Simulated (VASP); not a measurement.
Write the native input for VASP 6.6.1 that does the following.

```
Task                   : single point
Functional             : revPBE
Dispersion             : D4
Potentials or basis    : VASP PAW PBE potentials, release 64 (C)
Cutoff                 : 520 eV
k mesh                 : 12 × 12 × 4
Occupations            : fermi-dirac, width 0.05 eV
Spin                   : no spin polarisation
Dipole correction      : no
Further INCAR settings : ALGO = Normal; EDIFF = 1e-06; NBANDS = 26
```

The structure of C lies in POSCAR:

```
C
1.0
    2.4706141248      0.0000000000      0.0000000000
   -1.2353070624      2.1396145950      0.0000000000
    0.0000000000      0.0000000000      8.0689487361
C
8
Direct
    0.6666666667      0.3333333333      0.8437500000
    0.3333333333      0.6666666667      0.3437500000
    0.6666666667      0.3333333333      0.6562500000
    0.3333333333      0.6666666667      0.1562500000
    0.0000000000      0.0000000000      0.9062500000
    0.0000000000      0.0000000000      0.4062500000
    0.0000000000      0.0000000000      0.5937500000
    0.0000000000      0.0000000000      0.0937500000
```

These files were run (other wordings do the same):

INCAR

```
PREC = Accurate ; ENCUT = 520
EDIFF = 1E-6 ; ISMEAR = -1
SIGMA = 0.05 ; LREAL = F
LASPH = T ; NELM = 80
ALGO = Normal ; ISIF = 2
LWAVE = F ; LCHARG = F
GGA = RE ; IVDW = 13
NBANDS = 26
```

KPOINTS

```
Automatic mesh
0
Gamma
  12 12 4
```

Potentials or basis: VASP PAW PBE potentials, release 64 (C).

The run is started by

```console
$ cat potpaw_PBE.64/C/POTCAR > POTCAR
$ mpirun -np 1 vasp_std > vasp.out
```

Results of the run:

```json
{
 "Pressure": "24.4 GPa",
 "Largest force": "0.368 eV/Å",
 "Band gap on the k mesh": "4.55 eV, indirect (least direct gap 5.31 eV)",
 "Dispersion energy per atom": "-0.528 eV"
}
```

Caveat: the PAW data sets were made with another functional, which shifts forces and pressure a little.

Wall time 25 s on 1 thread of Intel(R) Xeon(R) 6975P-C (Granite Rapids), with other jobs on the host, peak memory 0.17 GiB.
